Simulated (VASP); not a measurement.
# BN (Pm) in VASP: a series of runs

Runs on BN. Level: PBEsol. Tasks: single point.

Program: VASP 6.6.1. These are calculated values, not measurements. Logs are shortened: lines on timing, memory, paths and dates and some standing lists are left out, and cuts for length are marked.

## (1) The cell of the first run

The structure is monoclinic, space group Pm (No. 6). Conventional cell: a = 2.504 Å, b = 7.019 Å, c = 2.504 Å, α = 90.00°, β = 120.00°, γ = 90.00°. B (site symmetry m) has 3 N at 1.35 to 1.52 Å within 1.8 Å. B (site symmetry m) has 3 N at 1.38 to 1.54 Å within 1.8 Å. Within 1.8 Å of N (site symmetry m) lie 3 B at 1.38 to 1.54 Å. Within 1.8 Å of N (site symmetry m) lie 3 B at 1.35 to 1.52 Å.

## (2) Single point, PBEsol (all B atoms moved -0.100 Å, as atom 1 along Cartesian [1 1 0])

The input, INCAR:

```
SYSTEM = BN
PREC     = Accurate       ! precision mode
ENCUT    = 520            ! plane-wave cutoff, eV
EDIFF    = 1E-6           ! SCF threshold, eV
ISMEAR   = 0              ! smearing method
SIGMA    = 0.05           ! smearing width, eV
LREAL    = .FALSE.        ! projectors in reciprocal space
LASPH    = .TRUE.         ! aspherical terms in the spheres
NELM     = 60             ! most SCF steps
ALGO     = Normal         ! electronic algorithm
ISIF     = 2              ! what is computed and relaxed
LWAVE    = .FALSE.        ! write WAVECAR
LCHARG   = .TRUE.         ! write CHGCAR
GGA      = PS             ! functional
LELF     = .TRUE.         ! ELF
LVHAR    = .TRUE.       
NBANDS   = 16             ! bands
```

The input, KPOINTS:

```
Automatic mesh
0
G
  12 12 4
  0 0 0
```

The input, POSCAR:

```
BN
1.0
    2.5043488457      0.0000000000      0.0000000000
   -1.2521744229      2.1688297203      0.0000000000
    0.0000000000      0.0000000000      7.0190956742
B N
2 2
Direct
    0.2887966038      0.6340635179      0.2500000000
    0.6221299371      0.3007301845      0.7500000000
    0.3333333333      0.6666666667      0.7500000000
    0.6666666667      0.3333333333      0.2500000000
```

Potentials or basis: VASP PAW PBE potentials, release 64 (B, N).

Started as:

```console
$ cat potpaw_PBE.64/B/POTCAR potpaw_PBE.64/N/POTCAR > POTCAR
$ mpirun -np 1 vasp_std > vasp.out
```

OUTCAR:

```text
SYSTEM = BN
   PREC = Accurate
   ENCUT = 520
   EDIFF = 1E-6
   ISMEAR = 0
   LREAL = .FALSE.
   LASPH = .TRUE.
   NELM = 60
   ISIF = 2
   GGA = PS

 ion  position               nearest neighbor table
   1  0.289  0.634  0.250-   4 1.35   4 1.47   4 1.52
   2  0.622  0.301  0.750-   3 1.38   3 1.42   3 1.54
   3  0.333  0.667  0.750-   2 1.38   2 1.42   2 1.54
   4  0.667  0.333  0.250-   1 1.35   1 1.47   1 1.52

  LATTYP: Found a hexagonal cell.
 ALAT       =     2.5043488457
 C/A-ratio  =     2.8027627566

  Lattice vectors:

 A1 = (   2.5043488457,   0.0000000000,   0.0000000000)
 A2 = (  -1.2521744229,   2.1688297203,   0.0000000000)
 A3 = (   0.0000000000,   0.0000000000,   7.0190956742)

Analysis of symmetry for initial positions (statically):
=====================================================================
 Subroutine PRICEL returns:
 Original cell was already a primitive cell.

 Routine SETGRP: Setting up the symmetry group for a
 hexagonal supercell.

 Subroutine GETGRP returns: Found  2 space group operations
 (whereof  1 operations were pure point group operations)
 out of a pool of 24 trial point group operations.

The static configuration has the point symmetry C_1 .
 The point group associated with its full space group is C_1h.

Analysis of symmetry for dynamics (positions and initial velocities):
=====================================================================
 Subroutine PRICEL returns:
 Original cell was already a primitive cell.

 Routine SETGRP: Setting up the symmetry group for a
 hexagonal supercell.

 Subroutine GETGRP returns: Found  2 space group operations
 (whereof  1 operations were pure point group operations)
 out of a pool of 24 trial point group operations.

The dynamic configuration has the point symmetry C_1 .
 The point group associated with its full space group is C_1h.

 Subroutine INISYM returns: Found  2 space group operations
 (whereof  1 operations are pure point group operations),
 and found     1 'primitive' translations

----------------------------------------------------------------------------------------

                                     Primitive cell

  volume of cell :      38.1243

  direct lattice vectors                    reciprocal lattice vectors
     2.504348846  0.000000000  0.000000000     0.399305393  0.230539076  0.000000000
    -1.252174423  2.168829720  0.000000000     0.000000000  0.461078152  0.000000000
     0.000000000  0.000000000  7.019095674     0.000000000  0.000000000  0.142468495

  length of vectors
     2.504348846  2.504348846  7.019095674     0.461078152  0.461078152  0.142468495

  position of ions in fractional coordinates (direct lattice)
     0.288796604  0.634063518  0.250000000
     0.622129937  0.300730184  0.750000000
     0.333333333  0.666666667  0.750000000
     0.666666667  0.333333333  0.250000000

  ion indices of the primitive-cell ions
   primitive index   ion index
                 1           1
                 2           2
                 3           3
                 4           4

----------------------------------------------------------------------------------------

 KPOINTS: Automatic mesh

Automatic generation of k-mesh.
 Grid dimensions read from file:
 generate k-points for:   12   12    4

 Generating k-lattice:

  Cartesian coordinates                     Fractional coordinates (reciprocal lattice)
     0.033275449  0.019211590  0.000000000     0.083333333  0.000000000  0.000000000
     0.000000000  0.038423179  0.000000000     0.000000000  0.083333333  0.000000000
     0.000000000  0.000000000  0.035617124     0.000000000  0.000000000  0.250000000

  Length of vectors
     0.038423179  0.038423179  0.035617124

  Shift w.r.t. Gamma in fractional coordinates (k-lattice)
     0.000000000  0.000000000  0.000000000

 Subroutine IBZKPT returns following result:
 ===========================================

 Found    222 irreducible k-points:

 Following reciprocal coordinates:
            Coordinates               Weight
  0.000000  0.000000  0.000000      1.000000
  0.083333 -0.000000  0.000000      2.000000
  0.000000  0.083333  0.000000      2.000000
 -0.083333  0.083333  0.000000      2.000000
  0.166667 -0.000000  0.000000      2.000000
  0.000000  0.166667  0.000000      2.000000
[... 16 lines left out ...]
  0.166667  0.083333  0.000000      2.000000
 -0.083333  0.250000  0.000000      2.000000
 [... further k-points ...]
   k-points           NKPTS =    222   k-points in BZ     NKDIM =    222   number of bands    NBANDS=     16
   number of dos      NEDOS =    301   number of ions     NIONS =      4
   total plane-waves  NPLWV =  21600
   dimension x,y,z NGX =    20 NGY =   20 NGZ =   54
   dimension x,y,z NGXF=    40 NGYF=   40 NGZF=  108
   ions per type =               2   2
   NGX,Y,Z   is equivalent  to a cutoff of  13.28, 13.28, 12.79 a.u.
   NGXF,Y,Z  is equivalent  to a cutoff of  26.55, 26.55, 25.58 a.u.
 SYSTEM =  BN
   PREC   = accura    normal or accurate (medium, high low for compatibility)
   ISTART =      0    job   : 0-new  1-cont  2-samecut
   ICHARG =      2    charge: 1-file 2-atom 10-const
   ISPIN  =      1    spin polarized calculation?
   LNONCOLLINEAR =      F non collinear calculations
   LSORBIT =      F    spin-orbit coupling
   LASPH  =      T    aspherical Exc in radial PAW
   ENCUT  =  520.0 eV  38.22 Ry    6.18 a.u.   4.66  4.66 13.05*2*pi/ulx,y,z
   NELM   =     60;   NELMIN=  2; NELMDL= -5     # of ELM steps
   EDIFF  = 0.1E-05   stopping-criterion for ELM
   LREAL  =      F    real-space projection
   EDIFFG = 0.1E-04   stopping-criterion for IOM
   NSW    =      0    number of steps for IOM
   IBRION =     -1    ionic relax: 0-MD 1-quasi-New 2-CG
   NFREE  =      0    steps in history (QN), initial steepest desc. (CG)
   ISIF   =      2    stress and relaxation
   ISYM   =      2    0-nonsym 1-usesym 2-fastsym
   POTIM  = 0.5000    time-step for ionic-motion
   TEBEG  =    0.0;   TEEND  =   0.0 temperature during run
   PSTRESS=    0.0 pullay stress
   NELECT =      16.0000    total number of electrons
   NUPDOWN=      -1.0000    fix difference up-down
   EMIN   =  10.00;   EMAX   =-10.00  energy-range for DOS
   EFERMI =   0.00;   METHOD = LEGACY
   ISMEAR =     0;   SIGMA  =   0.05  broadening in eV -4-tet -1-fermi 0-gaus
   EFERMI_NEDOS =   21; number of points for ismear=-14 and -15
   IALGO  =     38    algorithm
   IMIX   =      4    mixing-type and parameters
     AMIX     =   0.40;   BMIX     =  1.00
     AMIX_MAG =   1.60;   BMIX_MAG =  1.00
  volume/ion in A,a.u.               =       9.53        64.32
  Fermi-wavevector in a.u.,A,eV,Ry     =   1.225691  2.316220 20.440284  1.502319
  Thomas-Fermi vector in A             =   2.360720
   LORBIT       =      0    0 simple, 1 ext, 2 COOP (PROOUT), +10 PAW based schemes
   GGA     = PS    functional components
   LHFCALC =     F    Hartree Fock is set to
   AEXX    =    0.0000 exact exchange contribution
   IVDW    =     0    specifies the selected vdW correction
   LEPSILON=     F    determine dielectric tensor
   LRPA    =     F    only Hartree local field effects (RPA)
 non-spin polarized calculation
 Gauss-broadening in eV      SIGMA  =   0.05
  energy-cutoff  :      520.00
  volume of cell :       38.12
 maximum number of plane-waves:      1058
   NGX =  9   NGY =  9   NGZ = 27

 number of electron      15.9999998 magnetization

 Free energy of the ion-electron system (eV)
  ---------------------------------------------------
  ext. energy  EPLUGINS =         0.00000000
  ---------------------------------------------------
  free energy    TOTEN  =       -36.15333987 eV

  energy without entropy =      -36.15333987  energy(sigma->0) =      -36.15333987

 E-fermi :   1.9523     XC(G=0):  -9.9202

 val. band max:        1.6808671253   @ k =   0.3333   0.3333   0.5000
 cond. band min:       5.7428841940   @ k =   0.5000  -0.0000   0.0000
 fundamental gap:      4.0620170687
 Fermi energy:         1.9522682331

 k-point     1 :       0.0000    0.0000    0.0000
  band No.  band energies     occupation
      1     -15.9656      2.00000
      2     -15.7698      2.00000
      3      -4.3288      2.00000
      4      -2.6855      2.00000
      5      -0.6993      2.00000
      6      -0.6628      2.00000
[... 8 lines left out ...]
     15      14.8395      0.00000
     16      15.0924      0.00000

 k-point     2 :       0.0833   -0.0000    0.0000
  band No.  band energies     occupation
      1     -15.8308      2.00000
      2     -15.6381      2.00000
      3      -4.1429      2.00000
      4      -2.5156      2.00000
      5      -1.1107      2.00000
      6      -0.9042      2.00000
[... 8 lines left out ...]
     15      14.9212      0.00000
     16      15.5092      0.00000

 k-point     3 :       0.0000    0.0833    0.0000
  band No.  band energies     occupation
      1     -15.8309      2.00000
      2     -15.6384      2.00000
      3      -4.1427      2.00000
      4      -2.5153      2.00000
      5      -1.1291      2.00000
      6      -0.9228      2.00000
[... 8 lines left out ...]
     15      14.9035      0.00000
     16      15.5809      0.00000

 k-point     4 :      -0.0833    0.0833    0.0000
  band No.  band energies     occupation
      1     -15.8311      2.00000
      2     -15.6386      2.00000
      3      -4.1425      2.00000
      4      -2.5150      2.00000
      5      -1.0950      2.00000
      6      -1.0000      2.00000
[... 8 lines left out ...]
     15      15.0885      0.00000
     16      15.5509      0.00000

 k-point     5 :       0.1667   -0.0000    0.0000
  band No.  band energies     occupation
      1     -15.4346      2.00000
      2     -15.2491      2.00000
      3      -3.5925      2.00000
      4      -2.2855      2.00000
      5      -2.0154      2.00000
      6      -1.4532      2.00000
[... 8 lines left out ...]
     15      15.4735      0.00000
     16      16.4925      0.00000

 k-point     6 :       0.0000    0.1667    0.0000
  band No.  band energies     occupation
      1     -15.4348      2.00000
      2     -15.2506      2.00000
      3      -3.5916      2.00000
      4      -2.2700      2.00000
      5      -2.0143      2.00000
      6      -1.7080      2.00000
[... 8 lines left out ...]
     15      15.7470      0.00000
     16      16.4771      0.00000
[... 267 lines left out ...]
 k-point    21 :      -0.0833    0.1667    0.0000
  band No.  band energies     occupation
      1     -15.5663      2.00000
      2     -15.3788      2.00000
      3      -3.7735      2.00000
      4      -2.1786      2.00000
      5      -1.9446      2.00000
      6      -1.4243      2.00000
[... 8 lines left out ...]
     15      15.3494      0.00000
     16      16.6665      0.00000

 k-point    22 :      -0.1667    0.0833    0.0000
  band No.  band energies     occupation
      1     -15.5653      2.00000
      2     -15.3787      2.00000
      3      -3.7740      2.00000
      4      -2.1795      2.00000
      5      -1.8405      2.00000
      6      -1.5002      2.00000
[... 8 lines left out ...]
     15      15.4006      0.00000
     16      16.5647      0.00000

 k-point    23 :       0.1667    0.0833    0.0000
  band No.  band energies     occupation
      1     -15.0494      2.00000
      2     -14.8732      2.00000
      3      -3.0664      2.00000
      4      -3.0537      2.00000
      5      -2.4316      2.00000
      6      -1.5317      2.00000
[... 8 lines left out ...]
     15      16.0737      0.00000
     16      16.1537      0.00000

 k-point    24 :      -0.0833    0.2500    0.0000
  band No.  band energies     occupation
      1     -15.0548      2.00000
      2     -14.8728      2.00000
      3      -3.1993      2.00000
      4      -3.0518      2.00000
      5      -2.4313      2.00000
      6      -1.5268      2.00000
[... 8 lines left out ...]
     15      16.0541      0.00000
     16      16.2448      0.00000

 [... further k-points ...]
[... 5 lines left out ...]
  --------------------------------------------------------------------------------------
  -------------------------------------------------------------------------------------
  Total        1.4160460      1.3812438     -0.0289481      0.3539540      0.0000000      0.0000000
  in kB       59.5095290     58.0469589     -1.2165478     14.8749650      0.0000000      0.0000000
  external PRESSURE =      38.7799800 kB  Pullay stress =       0.0000000 kB

 VOLUME and BASIS-vectors are now :
 -----------------------------------------------------------------------------
  energy-cutoff  :      520.00
  volume of cell :       38.12
      direct lattice vectors                 reciprocal lattice vectors
     2.504348846  0.000000000  0.000000000     0.399305393  0.230539076  0.000000000
    -1.252174423  2.168829720  0.000000000     0.000000000  0.461078152  0.000000000
     0.000000000  0.000000000  7.019095674     0.000000000  0.000000000  0.142468495

 POSITION                                       TOTAL-FORCE (eV/Angst)
 -----------------------------------------------------------------------------------
     -0.07071      1.37518      1.75477         3.630381      2.968943      0.000000
      1.18146      0.65223      5.26432         2.302150      2.959454      0.000000
     -0.00000      1.44589      5.26432        -2.301029     -2.959435      0.000000
      1.25217      0.72294      1.75477        -3.631502     -2.968961      0.000000
 -----------------------------------------------------------------------------------
    total drift:                               -0.000318     -0.000314     -0.000000

  FREE ENERGIE OF THE ION-ELECTRON SYSTEM (eV)
  ---------------------------------------------------
  free  energy   TOTEN  =       -36.1533398716 eV

  energy  without entropy=      -36.1533398716  energy(sigma->0) =      -36.15333987
```

Run time: 1.7 min. Hardware: 1 thread of Intel Xeon 6975P-C, shared host; peak memory 0.24 GiB.

What came out:

```
Free energy            : -36.1533 eV
Pressure               : 3.9 GPa
Largest force          : 4.691 eV/Å
Band gap on the k mesh : 4.06 eV, indirect (least direct gap 4.46 eV)
```

Forces on the atoms (eV/Å):
```
B    3.630  2.969  0.000
B    2.302  2.959  0.000
N   -2.301 -2.959  0.000
N   -3.632 -2.969  0.000
```

Levels at points of the mesh, in eV from the valence-band top:
```csv
k point,band 6,band 7,band 8,band 9,band 10,band 11
"(0.00, 0.00, 0.00)",-2.34,-0.10,-0.07,4.83,9.58,10.07
"(0.50, 0.00, 0.00)",-3.51,-1.40,-0.40,4.06,5.84,9.44
"(0.00, 0.50, 0.00)",-3.58,-1.35,-0.45,4.16,5.70,9.30
"(0.50, 0.50, 0.00)",-3.75,-1.29,-0.51,4.31,5.51,9.17
"(0.00, 0.00, 0.50)",-2.34,-0.10,-0.07,6.91,6.92,10.13
"(0.50, 0.00, 0.50)",-3.51,-1.24,-0.55,4.10,5.49,9.73
"(0.00, 0.50, 0.50)",-3.58,-1.15,-0.63,4.26,5.30,9.59
"(0.50, 0.50, 0.50)",-3.75,-0.99,-0.80,4.56,4.95,9.47
```

Caveat: the cell differs from its parent crystal (all B atoms moved -0.100 Å, as atom 1 along Cartesian [1 1 0]); the PAW data sets were made with another functional, which shifts forces and pressure a little; this functional lacks dispersion, which binds the layers, so the pressure and a relaxed spacing across them are unreliable. A k mesh can miss the band edges.

## (3) Single point, PBEsol (all B atoms moved +0.075 Å, as atom 1 along Cartesian [1 1 0])

The input, INCAR:

```
SYSTEM = BN
PREC = Accurate ; ENCUT = 520
EDIFF = 1E-6 ; ISMEAR = 0
SIGMA = 0.05 ; LREAL = .False.
LASPH = .True. ; NELM = 80
ALGO = Normal ; ISIF = 2
LWAVE = .False. ; LCHARG = .True.
GGA = PS ; LELF = .True.
LVHAR = .True. ; NBANDS = 16
```

The input, KPOINTS:

```
Automatic mesh
0
Gamma
  12 12 4
  0 0 0
```

POSCAR: that of step 2 with these lines changed.

```diff
@@ -8,4 +8,4 @@
 Direct
-    0.2887966038      0.6340635179      0.2500000000
-    0.6221299371      0.3007301845      0.7500000000
+    0.3667358805      0.6911190283      0.2500000000
+    0.7000692138      0.3577856949      0.7500000000
     0.3333333333      0.6666666667      0.7500000000
```

Potentials or basis: VASP PAW PBE potentials, release 64 (B, N).

Started as:

```console
$ cat potpaw_PBE.64/B/POTCAR potpaw_PBE.64/N/POTCAR > POTCAR
$ mpirun -np 1 vasp_std > vasp.out
```

Run time: 1.8 min. Hardware: 1 thread of Intel Xeon 6975P-C, shared host; peak memory 0.24 GiB.

Results (log left out):

```yaml
Free_energy: -36.3364 eV
Pressure: 2.3 GPa
Largest_force: 3.405 eV/Å
Band_gap_on_the_k_mesh: 4.13 eV, indirect (least direct gap 4.55 eV)
```

Forces on the atoms (eV/Å):
```
B   -1.847 -2.214  0.000
B   -2.585 -2.217  0.000
N    2.585  2.217  0.000
N    1.846  2.214  0.000
```

Stress tensor (GPa, compression positive):
```
 3.54  0.82  0.00
 0.82  3.49  0.00
 0.00  0.00 -0.12
```

Levels at points of the mesh, in eV from the valence-band top:
```tsv
k point	band 6	band 7	band 8	band 9	band 10	band 11
(0.00, 0.00, 0.00)	-2.10	-0.40	-0.39	4.80	9.55	10.41
(0.50, 0.00, 0.00)	-3.66	-1.37	-0.46	4.13	5.66	9.42
(0.00, 0.50, 0.00)	-3.73	-1.34	-0.49	4.20	5.56	9.35
(0.50, 0.50, 0.00)	-3.88	-1.30	-0.53	4.29	5.45	9.27
(0.00, 0.00, 0.50)	-2.10	-0.40	-0.39	6.89	6.89	10.45
(0.50, 0.00, 0.50)	-3.66	-1.17	-0.64	4.21	5.27	9.73
(0.00, 0.50, 0.50)	-3.73	-1.10	-0.71	4.34	5.12	9.66
(0.50, 0.50, 0.50)	-3.88	-0.98	-0.83	4.57	4.86	9.60
```

Caveat: the cell differs from its parent crystal (all B atoms moved +0.075 Å, as atom 1 along Cartesian [1 1 0]); the PAW data sets were made with another functional, which shifts forces and pressure a little; this functional lacks dispersion, which binds the layers, so the pressure and a relaxed spacing across them are unreliable. A k mesh can miss the band edges.

(Part 1 of 2 ends here.)
